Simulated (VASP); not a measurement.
A run of VASP 6.6.1 is set up as follows.

The input INCAR:

```
SYSTEM = CrCd2
  ALGO = Normal
  EDIFF = 1E-6
  ENCUT = 520
  GGA = PE
  ISIF = 2
  ISMEAR = 0
  ISPIN = 2
  LASPH = .TRUE.
  LCHARG = .TRUE.
  LELF = .TRUE.
  LMAXMIX = 4
  LORBIT = 11
  LREAL = .FALSE.
  LVHAR = .TRUE.
  LWAVE = .FALSE.
  MAGMOM = 4.24 0 0
  NBANDS = 29
  NELM = 150
  PREC = Accurate
  SIGMA = 0.1
```

Contents of KPOINTS:

```
k-points
0
G
  6 6 4
  0 0 0
```

POSCAR

```
CrCd2
1.0
    4.7773596980      0.0000000000      0.0000000000
   -2.3886798490      4.1373148615      0.0000000000
    0.0000000000      0.0000000000      3.0337760173
Cr Cd
1 2
Direct
    0.0000000000      0.0000000000      0.0000000000
    0.3333333333      0.6666666667      0.5000000000
    0.6666666667      0.3333333333      0.5000000000
```

Potentials or basis: VASP PAW PBE potentials, release 64 (Cr_pv, Cd).

Command:

```bash
$ cat potpaw_PBE.64/Cr_pv/POTCAR potpaw_PBE.64/Cd/POTCAR > POTCAR
$ mpirun -np 1 vasp_std > vasp.out
```

(1) Predict the net moment.

(2) Predict the pressure.

(3) Predict the site moments.

Results:

(1) 3.93 μB per cell.

(2) 0.2 GPa.

(3) Cr +3.69; Cd -0.05 μB.

Caveat: the k points lie up to 0.52 Å⁻¹ apart.
